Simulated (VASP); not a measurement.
# AlN (NiAs type) (P6_3/mmc) in VASP: further runs

AlN (NiAs type) is run at these levels: PBE; tasks: single point.

Everything below comes from runs of VASP 6.6.1. Logs are shortened: lines on timing, memory, paths and dates and some standing lists are left out, and cuts for length are marked.

## (1) The cell of the first run

Symmetry: P6_3/mmc, No. 194, hexagonal system. The conventional cell has a = 2.512 Å, b = 2.512 Å, c = 4.374 Å, α = 90.00°, β = 90.00°, γ = 120.00°. Within 2.4 Å of Al (site symmetry -3m) lie 6 N at 1.82 Å and 2 Al at 2.19 Å. N (site symmetry -6m2) has 6 Al at 1.82 Å within 2.4 Å.

## (2) Single point, PBE

INCAR reads:

```
  PREC = Accurate
  ENCUT = 520
  EDIFF = 1E-6
  ISMEAR = -1
  SIGMA = 0.08
  LREAL = False
  LASPH = True
  NELM = 80
  ALGO = Normal
  ISIF = 2
  LWAVE = False
  LCHARG = False
  GGA = PE
  NBANDS = 16
```

KPOINTS reads:

```
Automatic mesh
0
Gamma
  13 13 7
```

POSCAR reads:

```
AlN
1.0
    2.5122260678      0.0000000000      0.0000000000
   -1.2561130339      2.1756515947      0.0000000000
    0.0000000000      0.0000000000      4.3736815193
Al N
2 2
Direct
    0.0000000000      0.0000000000      0.0000000000
    0.0000000000      0.0000000000      0.5000000000
    0.3333333333      0.6666666667      0.2500000000
    0.6666666667      0.3333333333      0.7500000000
```

Potentials or basis: VASP PAW PBE potentials, release 64 (Al, N).

Command:

```
$ cat potpaw_PBE.64/Al/POTCAR potpaw_PBE.64/N/POTCAR > POTCAR
$ mpirun -np 1 vasp_std > vasp.out
```

OUTCAR:

```text
PREC = Accurate
   ENCUT = 520
   EDIFF = 1E-6
   ISMEAR = -1
   LREAL = False
   LASPH = True
   NELM = 80
   ISIF = 2
   GGA = PE

 ion  position               nearest neighbor table
   1  0.000  0.000  0.000-   3 1.82   4 1.82   3 1.82   4 1.82   4 1.82   3 1.82   2 2.19   2 2.19
                             2 3.33   2 3.33   2 3.33   2 3.33   2 3.33   2 3.33   2 3.33   2 3.33
   2  0.000  0.000  0.500-   3 1.82   4 1.82   3 1.82   4 1.82   4 1.82   3 1.82   1 2.19   1 2.19
                             1 3.33   1 3.33   1 3.33   1 3.33   1 3.33   1 3.33   1 3.33   1 3.33
   3  0.333  0.667  0.250-   1 1.82   2 1.82   1 1.82   2 1.82   1 1.82   2 1.82
   4  0.667  0.333  0.750-   1 1.82   2 1.82   1 1.82   2 1.82   1 1.82   2 1.82

  LATTYP: Found a hexagonal cell.
 ALAT       =     2.5122260678
 C/A-ratio  =     1.7409585767

  Lattice vectors:

 A1 = (   2.5122260678,   0.0000000000,   0.0000000000)
 A2 = (  -1.2561130339,   2.1756515947,   0.0000000000)
 A3 = (   0.0000000000,   0.0000000000,   4.3736815193)

Analysis of symmetry for initial positions (statically):
=====================================================================
 Subroutine PRICEL returns:
 Original cell was already a primitive cell.

 Routine SETGRP: Setting up the symmetry group for a
 hexagonal supercell.

 Subroutine GETGRP returns: Found 24 space group operations
 (whereof 12 operations were pure point group operations)
 out of a pool of 24 trial point group operations.

The static configuration has the point symmetry D_3d.
 The point group associated with its full space group is D_6h.

Analysis of symmetry for dynamics (positions and initial velocities):
=====================================================================
 Subroutine PRICEL returns:
 Original cell was already a primitive cell.

 Routine SETGRP: Setting up the symmetry group for a
 hexagonal supercell.

 Subroutine GETGRP returns: Found 24 space group operations
 (whereof 12 operations were pure point group operations)
 out of a pool of 24 trial point group operations.

The dynamic configuration has the point symmetry D_3d.
 The point group associated with its full space group is D_6h.

 Subroutine INISYM returns: Found 24 space group operations
 (whereof 12 operations are pure point group operations),
 and found     1 'primitive' translations

----------------------------------------------------------------------------------------

                                     Primitive cell

  volume of cell :      23.9054

  direct lattice vectors                    reciprocal lattice vectors
     2.512226068  0.000000000  0.000000000     0.398053349  0.229816208  0.000000000
    -1.256113034  2.175651595  0.000000000     0.000000000  0.459632417  0.000000000
     0.000000000  0.000000000  4.373681519     0.000000000  0.000000000  0.228640333

  length of vectors
     2.512226068  2.512226068  4.373681519     0.459632417  0.459632417  0.228640333

  position of ions in fractional coordinates (direct lattice)
     0.000000000  0.000000000  0.000000000
     0.000000000  0.000000000  0.500000000
     0.333333333  0.666666667  0.250000000
     0.666666667  0.333333333  0.750000000

  ion indices of the primitive-cell ions
   primitive index   ion index
                 1           1
                 2           2
                 3           3
                 4           4

----------------------------------------------------------------------------------------

 KPOINTS: Automatic mesh

Automatic generation of k-mesh.
 Grid dimensions read from file:
 generate k-points for:   13   13    7

 Generating k-lattice:

  Cartesian coordinates                     Fractional coordinates (reciprocal lattice)
     0.030619488  0.017678170  0.000000000     0.076923077  0.000000000  0.000000000
     0.000000000  0.035356340  0.000000000     0.000000000  0.076923077  0.000000000
     0.000000000  0.000000000  0.032662905     0.000000000  0.000000000  0.142857143

  Length of vectors
     0.035356340  0.035356340  0.032662905

  Shift w.r.t. Gamma in fractional coordinates (k-lattice)
     0.000000000  0.000000000  0.000000000

 Subroutine IBZKPT returns following result:
 ===========================================

 Found     84 irreducible k-points:

 Following reciprocal coordinates:
            Coordinates               Weight
  0.000000  0.000000  0.000000      1.000000
  0.076923 -0.000000  0.000000      6.000000
  0.153846 -0.000000  0.000000      6.000000
  0.230769 -0.000000  0.000000      6.000000
  0.307692 -0.000000  0.000000      6.000000
  0.384615 -0.000000  0.000000      6.000000
[... 16 lines left out ...]
  0.076923 -0.000000  0.142857     12.000000
  0.153846 -0.000000  0.142857     12.000000
 [... further k-points ...]
   k-points           NKPTS =     84   k-points in BZ     NKDIM =     84   number of bands    NBANDS=     16
   number of dos      NEDOS =    301   number of ions     NIONS =      4
   total plane-waves  NPLWV =  14400
   dimension x,y,z NGX =    20 NGY =   20 NGZ =   36
   dimension x,y,z NGXF=    40 NGYF=   40 NGZF=   72
   ions per type =               2   2
   NGX,Y,Z   is equivalent  to a cutoff of  13.23, 13.23, 13.68 a.u.
   NGXF,Y,Z  is equivalent  to a cutoff of  26.47, 26.47, 27.37 a.u.
 SYSTEM =  unknown system
   PREC   = accura    normal or accurate (medium, high low for compatibility)
   ISTART =      0    job   : 0-new  1-cont  2-samecut
   ICHARG =      2    charge: 1-file 2-atom 10-const
   ISPIN  =      1    spin polarized calculation?
   LNONCOLLINEAR =      F non collinear calculations
   LSORBIT =      F    spin-orbit coupling
   LASPH  =      T    aspherical Exc in radial PAW
   ENCUT  =  520.0 eV  38.22 Ry    6.18 a.u.   4.67  4.67  8.13*2*pi/ulx,y,z
   NELM   =     80;   NELMIN=  2; NELMDL= -5     # of ELM steps
   EDIFF  = 0.1E-05   stopping-criterion for ELM
   LREAL  =      F    real-space projection
   EDIFFG = 0.1E-04   stopping-criterion for IOM
   NSW    =      0    number of steps for IOM
   IBRION =     -1    ionic relax: 0-MD 1-quasi-New 2-CG
   NFREE  =      0    steps in history (QN), initial steepest desc. (CG)
   ISIF   =      2    stress and relaxation
   ISYM   =      2    0-nonsym 1-usesym 2-fastsym
   POTIM  = 0.5000    time-step for ionic-motion
   TEBEG  =    0.0;   TEEND  =   0.0 temperature during run
   PSTRESS=    0.0 pullay stress
   NELECT =      16.0000    total number of electrons
   NUPDOWN=      -1.0000    fix difference up-down
   EMIN   =  10.00;   EMAX   =-10.00  energy-range for DOS
   EFERMI =   0.00;   METHOD = LEGACY
   ISMEAR =    -1;   SIGMA  =   0.08  broadening in eV -4-tet -1-fermi 0-gaus
   EFERMI_NEDOS =   21; number of points for ismear=-14 and -15
   IALGO  =     38    algorithm
   IMIX   =      4    mixing-type and parameters
     AMIX     =   0.40;   BMIX     =  1.00
     AMIX_MAG =   1.60;   BMIX_MAG =  1.00
  volume/ion in A,a.u.               =       5.98        40.33
  Fermi-wavevector in a.u.,A,eV,Ry     =   1.432022  2.706130 27.901298  2.050688
  Thomas-Fermi vector in A             =   2.551695
   LORBIT       =      0    0 simple, 1 ext, 2 COOP (PROOUT), +10 PAW based schemes
   GGA     = PE    functional components
   LHFCALC =     F    Hartree Fock is set to
   AEXX    =    0.0000 exact exchange contribution
   IVDW    =     0    specifies the selected vdW correction
   LEPSILON=     F    determine dielectric tensor
   LRPA    =     F    only Hartree local field effects (RPA)
 non-spin polarized calculation
  energy-cutoff  :      520.00
  volume of cell :       23.91
 maximum number of plane-waves:       665
 NGX is ok and might be reduce to    20
   NGX =  9   NGY =  9   NGZ = 17

 number of electron      15.9999998 magnetization

 Free energy of the ion-electron system (eV)
  ---------------------------------------------------
  ext. energy  EPLUGINS =         0.00000000
  ---------------------------------------------------
  free energy    TOTEN  =       -24.04559452 eV

  energy without entropy =      -24.04559452  energy(sigma->0) =      -24.04559452

 E-fermi :  16.5662     XC(G=0): -13.8773

 val. band max:       15.0997164434   @ k =   0.0000   0.0000   0.0000
 cond. band min:      20.6536600688   @ k =   0.4615  -0.0000   0.0000
 fundamental gap:      5.5539436254
 Fermi energy:        16.5662025929

 k-point     1 :       0.0000    0.0000    0.0000
  band No.  band energies     occupation
      1      -6.0791      2.00000
      2      -1.9080      2.00000
      3       3.6942      2.00000
      4      13.5771      2.00000
      5      13.5771      2.00000
      6      13.9579      2.00000
[... 8 lines left out ...]
     15      30.8121      0.00000
     16      31.5197      0.00000

 k-point     2 :       0.0769   -0.0000    0.0000
  band No.  band energies     occupation
      1      -5.9280      2.00000
      2      -1.7997      2.00000
      3       3.8445      2.00000
      4      12.9421      2.00000
      5      13.4343      2.00000
      6      13.8854      2.00000
[... 8 lines left out ...]
     15      30.8344      0.00000
     16      31.2506      0.00000

 k-point     3 :       0.1538   -0.0000    0.0000
  band No.  band energies     occupation
      1      -5.4798      2.00000
      2      -1.4841      2.00000
      3       4.2874      2.00000
      4      11.3686      2.00000
      5      13.0665      2.00000
      6      13.1518      2.00000
[... 8 lines left out ...]
     15      31.2925      0.00000
     16      31.4084      0.00000

 k-point     4 :       0.2308   -0.0000    0.0000
  band No.  band energies     occupation
      1      -4.7511      2.00000
      2      -0.9954      2.00000
      3       4.9978      2.00000
      4       9.4058      2.00000
      5      11.4089      2.00000
      6      12.6035      2.00000
[... 8 lines left out ...]
     15      30.4841      0.00000
     16      32.7227      0.00000
[... 324 lines left out ...]
 k-point    22 :       0.0000    0.0000    0.1429
  band No.  band energies     occupation
      1      -5.9520      2.00000
      2      -2.3218      2.00000
      3       4.3039      2.00000
      4      13.2854      2.00000
      5      13.6440      2.00000
      6      13.6440      2.00000
[... 8 lines left out ...]
     15      30.1447      0.00000
     16      32.1139      0.00000

 k-point    23 :       0.0769   -0.0000    0.1429
  band No.  band energies     occupation
      1      -5.8017      2.00000
      2      -2.2059      2.00000
      3       4.4430      2.00000
      4      13.0127      2.00000
      5      13.2245      2.00000
      6      13.5009      2.00000
[... 8 lines left out ...]
     15      30.5135      0.00000
     16      31.7568      0.00000

 k-point    24 :       0.1538   -0.0000    0.1429
  band No.  band energies     occupation
      1      -5.3560      2.00000
      2      -1.8671      2.00000
      3       4.8499      2.00000
      4      11.4540      2.00000
      5      12.7370      2.00000
      6      13.1323      2.00000
[... 8 lines left out ...]
     15      30.9820      0.00000
     16      31.5600      0.00000

 [... further k-points ...]
[... 5 lines left out ...]
  --------------------------------------------------------------------------------------
  -------------------------------------------------------------------------------------
  Total       27.0159802     27.0159802     27.0350980      0.0000000      0.0000000      0.0000000
  in kB     1810.6565866   1810.6565865   1811.9378971      0.0000000      0.0000000      0.0000000
  external PRESSURE =    1811.0836900 kB  Pullay stress =       0.0000000 kB

 VOLUME and BASIS-vectors are now :
 -----------------------------------------------------------------------------
  energy-cutoff  :      520.00
  volume of cell :       23.91
      direct lattice vectors                 reciprocal lattice vectors
     2.512226068  0.000000000  0.000000000     0.398053349  0.229816208  0.000000000
    -1.256113034  2.175651595  0.000000000     0.000000000  0.459632417  0.000000000
     0.000000000  0.000000000  4.373681519     0.000000000  0.000000000  0.228640333

 POSITION                                       TOTAL-FORCE (eV/Angst)
 -----------------------------------------------------------------------------------
      0.00000      0.00000      0.00000         0.000000     -0.000000     -0.000000
      0.00000      0.00000      2.18684         0.000000     -0.000000     -0.000000
     -0.00000      1.45043      1.09342        -0.000000      0.000000      0.000000
      1.25611      0.72522      3.28026         0.000000      0.000000     -0.000000
 -----------------------------------------------------------------------------------
    total drift:                                0.000000     -0.000000      0.000000

  FREE ENERGIE OF THE ION-ELECTRON SYSTEM (eV)
  ---------------------------------------------------
  free  energy   TOTEN  =       -24.0455945201 eV

  energy  without entropy=      -24.0455945200  energy(sigma->0) =      -24.04559452
```

Run time: 24 s. Hardware: 1 thread of Intel Xeon 6975P-C (Granite Rapids), shared host; peak memory 0.14 GiB.

What came out:

| Quantity | Value |
| --- | --- |
| Free energy | -24.0456 eV |
| Pressure | 181.1 GPa |
| Band gap on the k mesh | 5.55 eV, indirect (least direct gap 7.53 eV) |

Stress tensor (GPa, compression positive):
```
181.07   0.00   0.00
  0.00 181.07   0.00
  0.00   0.00 181.19
```

Levels at points of the mesh, in eV from the valence-band top:
| k point | band 6 | band 7 | band 8 | band 9 | band 10 | band 11 |
| --- | --- | --- | --- | --- | --- | --- |
| (0.00, 0.00, 0.00) | -1.14 | 0.00 | 0.00 | 8.54 | 9.27 | 11.37 |

## (3) Single point, PBE

INCAR reads:

```
SYSTEM = AlN
PREC = Accurate
ENCUT = 520
EDIFF = 1E-6
ISMEAR = -1
SIGMA = 0.08
LREAL = .False.
LASPH = .True.
NELM = 80
ALGO = Normal
ISIF = 2
LWAVE = .False.
LCHARG = .False.
GGA = PE
NBANDS = 16
```

KPOINTS reads:

```
Automatic mesh
0
Gamma
  13 13 7
  0 0 0
```

POSCAR is that of step 2.

Potentials or basis: VASP PAW PBE potentials, release 64 (Al, N).

Command:

```
$ cat potpaw_PBE.64/Al/POTCAR potpaw_PBE.64/N/POTCAR > POTCAR
$ mpirun -np 1 vasp_std > vasp.out
```

Run time: 25 s. Hardware: 1 thread of Intel Xeon 6975P-C (Granite Rapids), shared host; peak memory 0.15 GiB.

Results (log left out):

- Free energy: -24.0456 eV
- Pressure: 181.1 GPa
- Band gap on the k mesh: 5.55 eV, indirect (least direct gap 7.53 eV)

Stress tensor (GPa, compression positive):
```
181.07   0.00   0.00
  0.00 181.07   0.00
  0.00   0.00 181.19
```

Levels at points of the mesh, in eV from the valence-band top:
```
           k point  band 4  band 5  band 6  band 7  band 8  band 9  band 10  band 11  band 12  band 13
(0.00, 0.00, 0.00)   -1.52   -1.52   -1.14    0.00    0.00    8.54     9.27    11.37    14.82    14.82
```

A k mesh can miss the band edges. Expect the measured gap to be larger: semilocal functionals such as PBE lack the derivative discontinuity.

[end of part 1 of 2]
